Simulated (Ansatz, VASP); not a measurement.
# Two plane-wave programs on Ti

```
Ti
1.0
     4.65075    0.00000    0.00000
    -2.32537    4.02767    0.00000
     0.00000    0.00000    2.88276
Ti
3
Cartesian
  0.0000 0.0000 0.0000
  0.0000 2.6851 1.4414
  2.3254 1.3426 1.4414
```

Change from the starting cell: equal strain along all axes, cell held, atoms relaxed: +3.0 %.

Alike in both runs: task single point; functional PBEsol; k mesh 12 × 12 × 18; occupations gaussian, width 0.1 eV; no spin polarisation.

|  | VASP | Ansatz |
| --- | --- | --- |
| version | VASP 6.6.1 | Ansatz 0.2.0 |
| potentials or method | VASP PAW PBE potentials, release 64 (Ti_sv), cutoff 520 eV | scalar-relativistic, plane waves, PAW |
| valence electrons in the cell | 36 | 36 |

VASP gave:

```
gap on the k mesh at the Fermi level (eV)                     : none
pressure (GPa)                                                : -9.2
traceless stress, the component that is largest in VASP (GPa) : -0.29
```

Problem. What did Ansatz give for the same quantities?

Solution. gap on the k mesh at the Fermi level (eV): none; pressure (GPa): -9.1; traceless stress, the component that is largest in VASP (GPa): -0.30.

VASP's potentials were made for PBE, not for PBEsol. A gap of «none» marks a metal or a gap that the smearing closes. The functional is the same, so the differences come from potentials, cutoffs and numerics.
